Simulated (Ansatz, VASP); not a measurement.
## Two plane-wave programs on BaS

POSCAR

```
BaS
1.0
    0.0000000000      3.5194117709      3.5194117709
    3.6126761828      0.0000000000      3.5194117709
    3.6126761828      3.5194117709      0.0000000000
Ba S
1 1
Direct
    0.0000000000      0.0000000000      0.0000000000
    0.2500000000      0.2500000000      0.2500000000
```

File INCAR.step1:

```
PREC = Accurate ; ENCUT = 520
ISMEAR = 0 ; SIGMA = 0.01
LREAL = F ; LASPH = T
NELM = 80 ; NBANDS = 15
GGA = PE ; ALGO = Normal
EDIFF = 1E-4 ; LWAVE = T
LCHARG = F
```

Contents of INCAR.step2:

```
PREC = Accurate ; ENCUT = 520
EDIFF = 1E-7 ; ISMEAR = 0
SIGMA = 0.01 ; LREAL = F
LASPH = T ; NELM = 80
ALGO = Normal ; ISIF = 2
LWAVE = F ; LCHARG = T
METAGGA = R2SCAN ; LMIXTAU = T
LELF = T ; LVHAR = T
NBANDS = 15 ; ISTART = 1
```

The input KPOINTS:

```
regular mesh
0
Gamma
  6 6 6
```

Input for Ansatz:

```yaml
crystal:
  lattice:
    - [0.0, 3.5194117709, 3.5194117709]
    - [3.6126761828, 0.0, 3.5194117709]
    - [3.6126761828, 3.5194117709, 0.0]
  atoms:
    - { symbol: Ba, position: [0.0, 0.0, 0.0] }
    - { symbol: S, position: [0.25, 0.25, 0.25] }
kpoints:
  mp_grid: { grid: [6, 6, 6] }
  band_path:
    path:
      - [0.0, 0.0, 0.0]
      - [-0.5, -0.5, 0.0]
      - [-0.375, -0.375, 0.25]
      - [-0.375, 0.0, 0.375]
      - [0.0, 0.0, 0.5]
      - [-0.5, -0.25, 0.25]
      - [0.21875, -0.5, -0.28125]
    npoints: 1
hamiltonian:
  xc: r2scan
scf:
  occupations: { method: fixed }
  n_extra_bands: 4
output:
  forces: true
  stress: true
  eigenvalues: true
  write_density: true
  write_potential: true
  elf: true
  volumetric_format: npy
```

Change from the starting cell: uniaxial_x strain +2.6%.

Alike in both runs: task single point; functional r2SCAN; k mesh 6 × 6 × 6; no spin polarisation.

```csv
,VASP,Ansatz
version,VASP 6.6.1,Ansatz 0.2.0
potentials or method,"VASP PAW PBE potentials, release 64 (Ba_sv, S)","plane waves, PAW"
plane-wave cutoff (eV),520,500
occupations,"gaussian, width 0.01 eV",fixed
valence electrons in the cell,16,16
```

|  | VASP | Ansatz | Ansatz less VASP |
| --- | --- | --- | --- |
| gap on the k mesh at the Fermi level (eV) | 3.03 | 3.02 | -0.011 |
| pressure (GPa) | -0.4 | -0.7 | -0.37 |
| traceless stress, the component that is largest in VASP (GPa) | -0.07 | -0.08 | -0.008 |

VASP's potentials were made for PBE, not for r2SCAN.

Spin-orbit coupling is off throughout.
